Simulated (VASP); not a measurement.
# CuSi16 (a cell with a defect) in VASP: relaxation of the atoms with PBE

Aim: the relaxation of the atoms of CuSi16 (a cell with a defect) with PBE.

Everything below comes from runs of VASP 6.6.1. Logs are shortened: lines on timing, memory, paths and dates and some standing lists are left out, and cuts for length are marked.

**1. The cell of the first run**

The cell holds a defect, 17 atoms: a = 7.679 Å, b = 7.679 Å, c = 7.679 Å, α = 60.00°, β = 60.00°, γ = 60.00°.

**2. Relaxation of the atoms, PBE**

The input, INCAR:

```
PREC = Accurate
ENCUT = 520
EDIFF = 1E-6
ISMEAR = -1
SIGMA = 0.05
LREAL = Auto
LASPH = T
NELM = 60
ALGO = Normal
ISIF = 2
LWAVE = F
LCHARG = F
GGA = PE
IBRION = 2
NSW = 45
EDIFFG = -0.08
NELECT = 74.0
```

The input, KPOINTS:

```
Automatic mesh
0
Gamma
  2 2 2
```

The input, POSCAR:

```
CuSi16
1.0
    0.0000000000      5.4300000000      5.4300000000
    5.4300000000      0.0000000000      5.4300000000
    5.4300000000      5.4300000000      0.0000000000
Si Cu
16 1
Direct
    0.0000000000      0.0000000000      0.0000000000
    0.1250000000      0.1250000000      0.1250000000
    0.0000000000      0.0000000000      0.5000000000
    0.1250000000      0.1250000000      0.6250000000
    0.0000000000      0.5000000000      0.0000000000
    0.1250000000      0.6250000000      0.1250000000
    0.0000000000      0.5000000000      0.5000000000
    0.1250000000      0.6250000000      0.6250000000
    0.5000000000      0.0000000000      0.0000000000
    0.6250000000      0.1250000000      0.1250000000
    0.5000000000      0.0000000000      0.5000000000
    0.6250000000      0.1250000000      0.6250000000
    0.5000000000      0.5000000000      0.0000000000
    0.6250000000      0.6250000000      0.1250000000
    0.5000000000      0.5000000000      0.5000000000
    0.6250000000      0.6250000000      0.6250000000
    0.3713383000      0.8866129000      0.8735609000
```

Potentials or basis: VASP PAW PBE potentials, release 64 (Si, Cu).

Launch:

```sh
$ cat potpaw_PBE.64/Si/POTCAR potpaw_PBE.64/Cu/POTCAR > POTCAR
$ mpirun -np 1 vasp_std > vasp.out
```

OUTCAR:

```text
PREC = Accurate
   ENCUT = 520
   EDIFF = 1E-6
   ISMEAR = -1
   LREAL = Auto
   LASPH = T
   NELM = 60
   ISIF = 2
   GGA = PE
   IBRION = 2
   NSW = 45
   EDIFFG = -0.08
   NELECT = 74.0

 ion  position               nearest neighbor table
   1  0.000  0.000  0.000-  17 2.33   4 2.35   6 2.35  10 2.35   2 2.35
   2  0.125  0.125  0.125-   1 2.35   3 2.35   5 2.35   9 2.35  17 2.66
   3  0.000  0.000  0.500-   2 2.35   4 2.35   8 2.35  12 2.35
   4  0.125  0.125  0.625-   1 2.35   3 2.35   7 2.35  11 2.35  17 2.69
   5  0.000  0.500  0.000-   2 2.35   6 2.35   8 2.35  14 2.35
   6  0.125  0.625  0.125-   1 2.35   5 2.35   7 2.35  13 2.35  17 2.76
   7  0.000  0.500  0.500-   4 2.35   6 2.35   8 2.35  16 2.35
   8  0.125  0.625  0.625-   3 2.35   5 2.35   7 2.35  15 2.35
   9  0.500  0.000  0.000-  17 2.31  10 2.35  12 2.35  14 2.35   2 2.35
  10  0.625  0.125  0.125-   1 2.35   9 2.35  11 2.35  13 2.35
  11  0.500  0.000  0.500-  17 2.34  10 2.35  12 2.35  16 2.35   4 2.35
  12  0.625  0.125  0.625-   3 2.35   9 2.35  11 2.35  15 2.35  17 2.67
  13  0.500  0.500  0.000-   6 2.35  10 2.35  14 2.35  16 2.35  17 2.42
  14  0.625  0.625  0.125-   5 2.35   9 2.35  13 2.35  15 2.35  17 2.74
  15  0.500  0.500  0.500-   8 2.35  12 2.35  14 2.35  16 2.35
  16  0.625  0.625  0.625-   7 2.35  11 2.35  13 2.35  15 2.35  17 2.77
  17  0.371  0.887  0.874-   9 2.31   1 2.33  11 2.34  13 2.42   2 2.66  12 2.67   4 2.69  14 2.74
                             6 2.76  16 2.77

  LATTYP: Found a face centered cubic cell.
 ALAT       =    10.8600000000

  Lattice vectors:

 A1 = (   0.0000000000,   5.4300000000,   5.4300000000)
 A2 = (   5.4300000000,   0.0000000000,   5.4300000000)
 A3 = (   5.4300000000,   5.4300000000,   0.0000000000)

Analysis of symmetry for initial positions (statically):
=====================================================================
 Subroutine PRICEL returns:
 Original cell was already a primitive cell.

 Routine SETGRP: Setting up the symmetry group for a
 face centered cubic supercell.

 Subroutine GETGRP returns: Found  1 space group operations
 (whereof  1 operations were pure point group operations)
 out of a pool of 48 trial point group operations.

The static configuration has the point symmetry C_1 .

Analysis of symmetry for dynamics (positions and initial velocities):
=====================================================================
 Subroutine PRICEL returns:
 Original cell was already a primitive cell.

 Routine SETGRP: Setting up the symmetry group for a
 face centered cubic supercell.

 Subroutine GETGRP returns: Found  1 space group operations
 (whereof  1 operations were pure point group operations)
 out of a pool of 48 trial point group operations.

The dynamic configuration has the point symmetry C_1 .

 Subroutine INISYM returns: Found  1 space group operations
 (whereof  1 operations are pure point group operations),
 and found     1 'primitive' translations

----------------------------------------------------------------------------------------

                                     Primitive cell

  volume of cell :     320.2060

  direct lattice vectors                    reciprocal lattice vectors
     0.000000000  5.430000000  5.430000000    -0.092081031  0.092081031  0.092081031
     5.430000000  0.000000000  5.430000000     0.092081031 -0.092081031  0.092081031
     5.430000000  5.430000000  0.000000000     0.092081031  0.092081031 -0.092081031

  length of vectors
     7.679179644  7.679179644  7.679179644     0.159489025  0.159489025  0.159489025

  position of ions in fractional coordinates (direct lattice)
     0.000000000  0.000000000  0.000000000
     0.125000000  0.125000000  0.125000000
     0.000000000  0.000000000  0.500000000
     0.125000000  0.125000000  0.625000000
     0.000000000  0.500000000  0.000000000
     0.125000000  0.625000000  0.125000000
[... 9 lines left out ...]
     0.625000000  0.625000000  0.625000000
     0.371338300  0.886612900  0.873560900

  ion indices of the primitive-cell ions
   primitive index   ion index
                 1           1
                 2           2
                 3           3
                 4           4
                 5           5
                 6           6
[... 9 lines left out ...]
                16          16
                17          17

----------------------------------------------------------------------------------------

 KPOINTS: Automatic mesh

Automatic generation of k-mesh.
 Grid dimensions read from file:
 generate k-points for:    2    2    2

 Generating k-lattice:

  Cartesian coordinates                     Fractional coordinates (reciprocal lattice)
    -0.046040516  0.046040516  0.046040516     0.500000000  0.000000000  0.000000000
     0.046040516 -0.046040516  0.046040516     0.000000000  0.500000000  0.000000000
     0.046040516  0.046040516 -0.046040516     0.000000000  0.000000000  0.500000000

  Length of vectors
     0.079744512  0.079744512  0.079744512

  Shift w.r.t. Gamma in fractional coordinates (k-lattice)
     0.000000000  0.000000000  0.000000000

 Subroutine IBZKPT returns following result:
 ===========================================

 Found      8 irreducible k-points:

 Following reciprocal coordinates:
            Coordinates               Weight
  0.000000  0.000000  0.000000      1.000000
  0.500000  0.000000  0.000000      1.000000
  0.000000  0.500000  0.000000      1.000000
  0.000000  0.000000  0.500000      1.000000
  0.500000  0.500000  0.500000      1.000000
  0.500000  0.500000  0.000000      1.000000
  0.000000  0.500000  0.500000      1.000000
  0.500000  0.000000  0.500000      1.000000
   k-points           NKPTS =      8   k-points in BZ     NKDIM =      8   number of bands    NBANDS=     46
   number of dos      NEDOS =    301   number of ions     NIONS =     17
   total plane-waves  NPLWV = 216000
   dimension x,y,z NGX =    60 NGY =   60 NGZ =   60
   dimension x,y,z NGXF=   120 NGYF=  120 NGZF=  120
   ions per type =              16   1
   NGX,Y,Z   is equivalent  to a cutoff of  12.99, 12.99, 12.99 a.u.
   NGXF,Y,Z  is equivalent  to a cutoff of  25.98, 25.98, 25.98 a.u.
 SYSTEM =  unknown system
   PREC   = accura    normal or accurate (medium, high low for compatibility)
   ISTART =      0    job   : 0-new  1-cont  2-samecut
   ICHARG =      2    charge: 1-file 2-atom 10-const
   ISPIN  =      1    spin polarized calculation?
   LNONCOLLINEAR =      F non collinear calculations
   LSORBIT =      F    spin-orbit coupling
   LASPH  =      T    aspherical Exc in radial PAW
   ENCUT  =  520.0 eV  38.22 Ry    6.18 a.u.  14.28 14.28 14.28*2*pi/ulx,y,z
   NELM   =     60;   NELMIN=  2; NELMDL= -5     # of ELM steps
   EDIFF  = 0.1E-05   stopping-criterion for ELM
   LREAL  =      T    real-space projection
   EDIFFG = -.8E-01   stopping-criterion for IOM
   NSW    =     45    number of steps for IOM
   IBRION =      2    ionic relax: 0-MD 1-quasi-New 2-CG
   NFREE  =      1    steps in history (QN), initial steepest desc. (CG)
   ISIF   =      2    stress and relaxation
   ISYM   =      2    0-nonsym 1-usesym 2-fastsym
   POTIM  = 0.5000    time-step for ionic-motion
   TEBEG  =    0.0;   TEEND  =   0.0 temperature during run
   PSTRESS=    0.0 pullay stress
   NELECT =      74.0000    total number of electrons
   NUPDOWN=      -1.0000    fix difference up-down
   EMIN   =  10.00;   EMAX   =-10.00  energy-range for DOS
   EFERMI =   0.00;   METHOD = LEGACY
   ISMEAR =    -1;   SIGMA  =   0.05  broadening in eV -4-tet -1-fermi 0-gaus
   EFERMI_NEDOS =   21; number of points for ismear=-14 and -15
   IALGO  =     38    algorithm
   IMIX   =      4    mixing-type and parameters
     AMIX     =   0.40;   BMIX     =  1.00
     AMIX_MAG =   1.60;   BMIX_MAG =  1.00
  volume/ion in A,a.u.               =      18.84       127.11
  Fermi-wavevector in a.u.,A,eV,Ry     =   1.004636  1.898488 13.732283  1.009294
  Thomas-Fermi vector in A             =   2.137265
   LORBIT       =      0    0 simple, 1 ext, 2 COOP (PROOUT), +10 PAW based schemes
   GGA     = PE    functional components
   LHFCALC =     F    Hartree Fock is set to
   AEXX    =    0.0000 exact exchange contribution
   IVDW    =     0    specifies the selected vdW correction
   LEPSILON=     F    determine dielectric tensor
   LRPA    =     F    only Hartree local field effects (RPA)
 conjugate gradient relaxation of ions
 non-spin polarized calculation
  energy-cutoff  :      520.00
  volume of cell :      320.21
 maximum number of plane-waves:      8646
 NGX is ok and might be reduce to    60
   NGX = 29   NGY = 29   NGZ = 29

--------------------------------------- Ionic step        1  -------------------------------------------

 number of electron      74.0000002 magnetization

 Free energy of the ion-electron system (eV)
  ---------------------------------------------------
  ext. energy  EPLUGINS =         0.00000000
  ---------------------------------------------------
  free energy    TOTEN  =       -94.09255729 eV

  energy without entropy =      -94.06889003  energy(sigma->0) =      -94.08072366

------------------------ aborting loop because EDIFF is reached ----------------------------------------

  FORCE on cell =-STRESS in cart. coord.  units (eV):
  Direction    XX          YY          ZZ          XY          YZ          ZX
  --------------------------------------------------------------------------------------
  -------------------------------------------------------------------------------------
  Total       -0.6055022     -0.6041300     -0.6050707      0.3261488      0.4294652     -0.1879113
  in kB       -3.0296803     -3.0228144     -3.0275215      1.6319127      2.1488649     -0.9402298
  external PRESSURE =      -3.0266720 kB  Pullay stress =       0.0000000 kB
[... 240 lines left out ...]
  energy  without entropy=      -94.1783534688  energy(sigma->0) =      -94.19004511

--------------------------------------- Ionic step        6  -------------------------------------------

 number of electron      74.0000003 magnetization

 Free energy of the ion-electron system (eV)
  ---------------------------------------------------
  ext. energy  EPLUGINS =         0.00000000
  ---------------------------------------------------
  free energy    TOTEN  =       -94.20271784 eV

  energy without entropy =      -94.17926947  energy(sigma->0) =      -94.19099366

 E-fermi :   6.3121     XC(G=0):  -9.6030

 val. band max:        6.2919908631   @ k =   0.0000   0.0000   0.0000
 cond. band min:       6.8895257545   @ k =   0.0000   0.5000   0.0000
 fundamental gap:      0.5975348914
 Fermi energy:         6.3120575244

 k-point     1 :       0.0000    0.0000    0.0000
  band No.  band energies     occupation
      1      -5.9003      2.00000
      2      -3.5282      2.00000
      3      -3.5052      2.00000
      4      -3.5037      2.00000
      5      -3.4971      2.00000
      6      -2.0588      2.00000
[... 425 lines left out ...]
  FREE ENERGIE OF THE ION-ELECTRON SYSTEM (eV)
  ---------------------------------------------------
  free  energy   TOTEN  =       -94.2027178422 eV

  energy  without entropy=      -94.1792694733  energy(sigma->0) =      -94.19099366

 reached required accuracy - stopping structural energy minimisation
```

Run time: 28 min. Hardware: 1 thread of Oxide Virtual Turin-like, shared host; peak memory 0.53 GiB.

What came out:

| Property | Result |
| --- | --- |
| Free energy | -94.2027 eV |
| Energy gained by relaxing | 6.5 meV/atom |
| Ionic steps | 6 |
| Largest force after relaxing | 0.039 eV/Å |

Forces in eV/Å, atoms in the order of the input:
```
Si   0.019 -0.015 -0.004
Si  -0.030  0.009 -0.004
Si   0.007 -0.011  0.009
Si  -0.007  0.024 -0.011
Si  -0.003  0.014 -0.016
Si   0.011 -0.016  0.005
Si  -0.013  0.003 -0.011
Si  -0.005  0.002 -0.004
Si   0.019  0.007  0.018
Si   0.024 -0.013  0.018
Si  -0.002 -0.014  0.016
Si  -0.003  0.012 -0.027
Si   0.011 -0.008  0.010
Si   0.015 -0.009  0.017
Si  -0.016  0.012 -0.003
Si   0.003 -0.012  0.009
Cu  -0.028  0.015 -0.022
```

Step by step:
```csv
step,energy change (eV),largest force (eV/Å),pressure (GPa)
1,0.0000,1.0456,-0.30
2,-0.1056,0.1727,-0.74
3,-0.1057,0.1683,-0.73
4,-0.1087,0.0866,-0.75
5,-0.1092,0.1058,-0.74
6,-0.1102,0.0387,-0.74
```

Final structure:
```yaml
crystal:
  lattice:
    - [0.00000, 5.43000, 5.43000]
    - [5.43000, 0.00000, 5.43000]
    - [5.43000, 5.43000, 0.00000]
  atoms:
    - { symbol: Si, position: [0.99331, 0.00148, 0.00246] }
    - { symbol: Si, position: [0.12268, 0.12737, 0.12746] }
    - { symbol: Si, position: [0.00102, 0.99692, 0.50098] }
    - { symbol: Si, position: [0.12254, 0.12734, 0.62268] }
    - { symbol: Si, position: [0.00090, 0.50062, 0.99752] }
    - { symbol: Si, position: [0.12230, 0.62305, 0.12732] }
    - { symbol: Si, position: [0.00088, 0.50058, 0.50083] }
    - { symbol: Si, position: [0.12505, 0.62484, 0.62503] }
    - { symbol: Si, position: [0.50290, 0.00175, 0.00276] }
    - { symbol: Si, position: [0.62421, 0.12755, 0.12472] }
    - { symbol: Si, position: [0.50236, 0.00126, 0.49387] }
    - { symbol: Si, position: [0.62745, 0.12735, 0.62277] }
    - { symbol: Si, position: [0.50098, 0.49703, 0.00086] }
    - { symbol: Si, position: [0.62733, 0.62313, 0.12732] }
    - { symbol: Si, position: [0.49761, 0.50060, 0.50084] }
    - { symbol: Si, position: [0.62732, 0.62298, 0.62236] }
    - { symbol: Cu, position: [0.37250, 0.88278, 0.87378] }
```

Caveat: the k points lie up to 0.50 Å⁻¹ apart; the cell carries a net charge on a neutralising background, which shifts energy and pressure; the cell is charged against a uniform background, so pressure and absolute levels hang on convention; the relaxation stopped at a loose force limit of 0.08 eV/Å, so its end isn't a converged minimum.
